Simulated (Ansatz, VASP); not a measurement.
# TaN: VASP beside Ansatz

Contents of INCAR:

```
SYSTEM = TaN
ALGO     = Normal         ! electronic algorithm
EDIFF    = 1E-6           ! SCF threshold, eV
ENCUT    = 520            ! plane-wave cutoff, eV
GGA      = PS             ! functional
ISIF     = 2              ! what is computed and relaxed
ISMEAR   = 0              ! smearing method
LASPH    = .True.         ! aspherical terms in the spheres
LCHARG   = .True.         ! write CHGCAR
LELF     = .True.         ! ELF
LREAL    = .False.        ! projectors in reciprocal space
LVHAR    = .True.       
LWAVE    = .False.        ! write WAVECAR
NBANDS   = 15             ! bands
NELM     = 100            ! most SCF steps
PREC     = Accurate       ! precision mode
SIGMA    = 0.15           ! smearing width, eV
```

The input KPOINTS:

```
k-points
0
Gamma
  26 26 26
  0 0 0
```

File POSCAR:

```
TaN
1.0
   -0.9188371995      1.8376743989      1.8376743989
    1.8376743989     -0.9188371995      1.8376743989
    1.8376743989      1.8376743989     -0.9188371995
Ta N
1 1
Direct
    0.5000000000      0.5000000000      0.5000000000
    0.0000000000      0.0000000000      0.0000000000
```

Input for Ansatz:

```yaml
crystal:
  lattice:
    - [-0.9188371995, 1.8376743989, 1.8376743989]
    - [1.8376743989, -0.9188371995, 1.8376743989]
    - [1.8376743989, 1.8376743989, -0.9188371995]
  atoms:
    - { symbol: Ta, position: [0.5, 0.5, 0.5] }
    - { symbol: "N", position: [0.0, 0.0, 0.0] }
basis:
  ecutwfc: 420
kpoints:
  mp_grid: { grid: [26, 26, 26] }
hamiltonian:
  xc: pbesol
scf:
  occupations: { method: gaussian, width: 0.15 }
output:
  forces: true
  stress: true
  eigenvalues: true
  write_density: true
  write_potential: true
  elf: true
  volumetric_format: npy
```

Alike in both runs: task single point; functional PBEsol; k mesh 26 × 26 × 26; occupations gaussian, width 0.15 eV; no spin polarisation.

```csv
,VASP,Ansatz
version,VASP 6.6.1,Ansatz 0.2.0
potentials or method,"VASP PAW PBE potentials, release 64 (Ta_pv, N), cutoff 520 eV","scalar-relativistic, plane waves, PAW"
valence electrons in the cell,16,18
```

|  | VASP | Ansatz | Ansatz less VASP |
| --- | --- | --- | --- |
| gap on the k mesh at the Fermi level (eV) | none | none | - |
| pressure (GPa) | -11.3 | -12.0 | -0.76 |

VASP's potentials were made for PBE, not for PBEsol. A gap of «none» marks a metal or a gap that the smearing closes. The functional is the same, so the differences come from potentials, cutoffs and numerics. VASP's potentials hold 16 valence electrons a cell and Ansatz's 18, so a difference there can come from the potentials and not from the codes.

Spin-orbit coupling is off throughout.
